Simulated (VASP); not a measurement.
# BaF2: single point with r2SCAN

BaF2:

```
Ba F
1.0
     0.00000    3.09716    3.09716
     3.09716    0.00000    3.09716
     3.09716    3.09716    0.00000
Ba F
1 2
Direct
  0.00000 0.00000 0.00000
  0.25000 0.25000 0.25000
  0.75000 0.75000 0.75000
```

- Program: VASP 6.6.1
- Task: single point
- Functional: r2SCAN
- Potentials or basis: VASP PAW PBE potentials, release 64 (Ba_sv, F)
- Cutoff: 660 eV
- k mesh: 6 × 6 × 6
- Occupations: fermi-dirac, width 0.02 eV
- Spin: no spin polarisation

```
Pressure               : 0.9 GPa
Band gap on the k mesh : 7.36 eV (least direct gap 7.43 eV)
```

Levels at points of the mesh, in eV from the valence-band top:
| k point | band 10 | band 11 | band 12 | band 13 | band 14 | band 15 |
| --- | --- | --- | --- | --- | --- | --- |
| (0.00, 0.00, 0.00) | -0.07 | -0.07 | -0.07 | 7.36 | 9.93 | 9.93 |
| (0.50, 0.00, 0.00) | -0.34 | -0.15 | -0.15 | 9.88 | 9.88 | 9.97 |
| (0.50, 0.50, 0.00) | -0.30 | -0.30 | -0.12 | 7.71 | 9.87 | 11.42 |

Run time: 2.3 min on 1 thread of Intel(R) Xeon(R) Platinum 8259CL CPU @ 2.50GHz (Skylake/Cascade Lake), on a shared host, peak memory 0.26 GiB.

Caveat: the PAW data sets were made with another functional, which shifts forces and pressure a little; spin-orbit coupling is left out, which moves the levels of the heavy elements. A k mesh can miss the band edges.
